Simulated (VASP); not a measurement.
# GaS3 (Im-3m) in VASP: further runs, part 2 of 2

VASP 6.6.1. The steps go on from the part before.

## 3. Single point, PBE

This run uses another cell than the first one, of 17.51 Å³/atom, 0.982 times its volume.

INCAR

```
SYSTEM = GaS3
PREC = Accurate ; ENCUT = 520
EDIFF = 1E-6 ; ISMEAR = 0
SIGMA = 0.1 ; LREAL = .False.
LASPH = .True. ; NELM = 100
ALGO = Normal ; ISIF = 2
LWAVE = .False. ; LCHARG = .False.
GGA = PE ; NBANDS = 24
```

KPOINTS

```
regular mesh
0
Gamma
  12 12 12
  0 0 0
```

POSCAR

```
GaS3
1.0
   -2.5967797120      2.5967797120      2.5967797120
    2.5967797120     -2.5967797120      2.5967797120
    2.5967797120      2.5967797120     -2.5967797120
Ga S
1 3
Direct
    0.0000000000      0.0000000000      0.0000000000
    0.0000000000      0.5000000000      0.5000000000
    0.5000000000      0.0000000000      0.5000000000
    0.5000000000      0.5000000000      0.0000000000
```

Potentials or basis: VASP PAW PBE potentials, release 64 (Ga_d, S).

On the command line:

```sh
$ cat potpaw_PBE.64/Ga_d/POTCAR potpaw_PBE.64/S/POTCAR > POTCAR
$ mpirun -np 1 vasp_std > vasp.out
```

OUTCAR:

```text
SYSTEM = GaS3
   PREC = Accurate
   ENCUT = 520
   EDIFF = 1E-6
   ISMEAR = 0
   LREAL = .False.
   LASPH = .True.
   NELM = 100
   ISIF = 2
   GGA = PE

 ion  position               nearest neighbor table
   1  0.000  0.000  0.000-   2 2.60   3 2.60   4 2.60   2 2.60   3 2.60   4 2.60
   2  0.000  0.500  0.500-   1 2.60   3 2.60   4 2.60   1 2.60   4 2.60   3 2.60
   3  0.500  0.000  0.500-   1 2.60   2 2.60   4 2.60   4 2.60   1 2.60   2 2.60
   4  0.500  0.500  0.000-   1 2.60   2 2.60   3 2.60   3 2.60   2 2.60   1 2.60

  LATTYP: Found a body centered cubic cell.
 ALAT       =     5.1935594240

[... 840 lines left out ...]
 [... further k-points ...]
[... 5 lines left out ...]
  --------------------------------------------------------------------------------------
  -------------------------------------------------------------------------------------
  Total        0.0013284      0.0013284      0.0013284      0.0000000     -0.0000000      0.0000000
  in kB        0.0303852      0.0303852      0.0303852      0.0000000     -0.0000000      0.0000000
  external PRESSURE =       0.0303852 kB  Pullay stress =       0.0000000 kB

 VOLUME and BASIS-vectors are now :
 -----------------------------------------------------------------------------
  energy-cutoff  :      520.00
  volume of cell :       70.04
      direct lattice vectors                 reciprocal lattice vectors
    -2.596779712  2.596779712  2.596779712     0.000000000  0.192546175  0.192546175
     2.596779712 -2.596779712  2.596779712     0.192546175  0.000000000  0.192546175
     2.596779712  2.596779712 -2.596779712     0.192546175  0.192546175  0.000000000

 POSITION                                       TOTAL-FORCE (eV/Angst)
 -----------------------------------------------------------------------------------
      0.00000      0.00000      0.00000        -0.000000     -0.000000     -0.000000
      2.59678      0.00000      0.00000        -0.000000      0.000000      0.000000
      0.00000      2.59678      0.00000        -0.000000      0.000000      0.000000
      0.00000      0.00000      2.59678         0.000000      0.000000     -0.000000
 -----------------------------------------------------------------------------------
    total drift:                                0.000000     -0.000000     -0.000000

  FREE ENERGIE OF THE ION-ELECTRON SYSTEM (eV)
  ---------------------------------------------------
  free  energy   TOTEN  =       -14.8390041991 eV

  energy  without entropy=      -14.8328961639  energy(sigma->0) =      -14.83595018
```

OSZICAR:

```text
N       E                     dE             d eps       ncg     rms          rms(c)
DAV:   1     0.225934081211E+03    0.22593E+03   -0.14074E+04  3672   0.163E+03
DAV:   2     0.108096971772E+02   -0.21512E+03   -0.19837E+03  3800   0.408E+02
DAV:   3    -0.141354189480E+02   -0.24945E+02   -0.23914E+02  4464   0.104E+02
DAV:   4    -0.149530339175E+02   -0.81761E+00   -0.81481E+00  4216   0.200E+01
DAV:   5    -0.149787611624E+02   -0.25727E-01   -0.25720E-01  4704   0.329E+00    0.147E+01
DAV:   6    -0.148416034705E+02    0.13716E+00   -0.22708E-01  4896   0.109E+01    0.903E+00
DAV:   7    -0.148389278915E+02    0.26756E-02   -0.82345E-02  5280   0.272E+00    0.928E-01
DAV:   8    -0.148385671947E+02    0.36070E-03   -0.12158E-02  4792   0.155E+00    0.265E-01
DAV:   9    -0.148389813389E+02   -0.41414E-03   -0.20371E-03  4408   0.406E-01    0.224E-01
DAV:  10    -0.148389807523E+02    0.58659E-06   -0.12860E-04  4424   0.701E-02    0.527E-02
DAV:  11    -0.148390042025E+02   -0.23450E-04   -0.42485E-05  4072   0.670E-02    0.769E-03
DAV:  12    -0.148390041991E+02    0.33929E-08   -0.22295E-06  3912   0.110E-02
   1 F= -.14839004E+02 E0= -.14835950E+02  d E =-.610804E-02
```

Wall time 44 s (1 thread of Intel Xeon 6975P-C (Granite Rapids), shared host); peak memory 0.26 GiB.

Results:

| Property | Result |
| --- | --- |
| Free energy | -14.8390 eV |
| Pressure | 0.0 GPa |

Levels at points of the mesh, in eV from the Fermi level:
```tsv
k point	band 11	band 12	band 13	band 14	band 15	band 16	band 17	band 18	band 19	band 20
(0.00, 0.00, 0.00)	-5.75	-4.25	-4.25	-4.25	-3.79	2.36	2.36	2.36	2.92	2.92
(0.50, 0.00, 0.00)	-4.83	-3.27	-2.55	-2.47	-2.14	-1.38	2.12	2.69	2.84	3.49
(0.50, 0.50, 0.50)	-7.52	-3.02	-2.86	-2.86	-2.86	2.86	2.86	2.86	6.17	6.17
```

## 4. Relaxation of cell and atoms, PBE

This run uses another cell than the first one, of 17.44 Å³/atom, 0.978 times its volume.

INCAR

```
SYSTEM = GaS3
ALGO     = Normal         ! electronic algorithm
EDIFF    = 1E-6           ! SCF threshold, eV
EDIFFG   = -0.01          ! ionic threshold
ENCUT    = 600            ! plane-wave cutoff, eV
GGA      = PE             ! functional
IBRION   = 2              ! ionic algorithm
ISIF     = 3              ! what is computed and relaxed
ISMEAR   = 0              ! smearing method
LASPH    = .TRUE.         ! aspherical terms in the spheres
LCHARG   = .FALSE.        ! write CHGCAR
LREAL    = .FALSE.        ! projectors in reciprocal space
LWAVE    = .FALSE.        ! write WAVECAR
NELM     = 100            ! most SCF steps
NSW      = 100            ! ionic steps
PREC     = Accurate       ! precision mode
SIGMA    = 0.1            ! smearing width, eV
```

KPOINTS

```
k-points
0
G
  12 12 12
  0 0 0
```

POSCAR

```
GaS3
1.0
   -2.5933542715      2.5933542715      2.5933542715
    2.5933542715     -2.5933542715      2.5933542715
    2.5933542715      2.5933542715     -2.5933542715
Ga S
1 3
Direct
    0.0000000000      0.0000000000      0.0000000000
    0.0000000000      0.5000000000      0.5000000000
    0.5000000000      0.0000000000      0.5000000000
    0.5000000000      0.5000000000      0.0000000000
```

On the command line:

```sh
$ cat potpaw_PBE.64/Ga_d/POTCAR potpaw_PBE.64/S/POTCAR > POTCAR
$ mpirun -np 1 vasp_std > vasp.out
```

Wall time 84 s (1 thread of Intel Xeon 6975P-C (Granite Rapids), shared host); peak memory 0.27 GiB.

Results (log left out):

```yaml
Free_energy: -14.8395 eV
Relaxed_volume: 17.53 Å³/atom
Relaxed_cell: a = 4.500 Å, b = 4.500 Å, c = 4.500 Å, α = 109.47°, β = 109.47°, γ = 109.47°
Space_group_after_relaxing_to_0.05_Å: Im-3m (No. 229)
Energy_gained_by_relaxing: 0.1 meV/atom
Ionic_steps: 2
Pressure_after_relaxing: -0.1 GPa
```

The path:
```tsv
step	energy change (eV)	largest force (eV/Å)	pressure (GPa)	volume (Å³)
1	0.0000	0.0000	0.33	69.77
2	-0.0003	0.0000	-0.05	70.13
```

Final structure:
```
CELL_PARAMETERS angstrom
-2.59784 2.59784 2.59784
2.59784 -2.59784 2.59784
2.59784 2.59784 -2.59784
ATOMIC_POSITIONS crystal
Ga 0.00000 0.00000 0.00000
S 0.00000 0.50000 0.50000
S 0.50000 0.00000 0.50000
S 0.50000 0.50000 0.00000
```

Levels at points of the mesh, in eV from the Fermi level:
| k point | band 13 | band 14 | band 15 | band 16 | band 17 | band 18 |
| --- | --- | --- | --- | --- | --- | --- |
| (0.00, 0.00, 0.00) | -4.25 | -4.25 | -3.79 | 2.35 | 2.35 | 2.35 |
| (0.50, 0.00, 0.00) | -2.54 | -2.46 | -2.14 | -1.38 | 2.11 | 2.68 |
| (0.50, 0.50, 0.50) | -2.86 | -2.86 | -2.86 | 2.86 | 2.86 | 2.86 |

## 5. Summary

```tsv
task	cell	k mesh	cutoff (eV)	gap on the mesh (eV)	pressure (GPa)	relaxed volume (Å³/atom)
relaxation of cell and atoms	relaxed from a = 4.525 Å, angles 109.5°, 4 atoms	6 × 6 × 6	600	none	0.3	17.30
single point	a = 4.498 Å, angles 109.5°, 4 atoms	12 × 12 × 12	520	none	0.0	-
relaxation of cell and atoms	relaxed from a = 4.492 Å, angles 109.5°, 4 atoms	12 × 12 × 12	600	none	-0.1	17.53
```

Alike in all rows: level PBE; potentials or basis VASP PAW PBE potentials, release 64 (Ga_d, S); no spin polarisation; smearing gaussian 0.1 eV.

Total energies depend on the potentials used, so only differences within one code and one set of settings carry meaning.
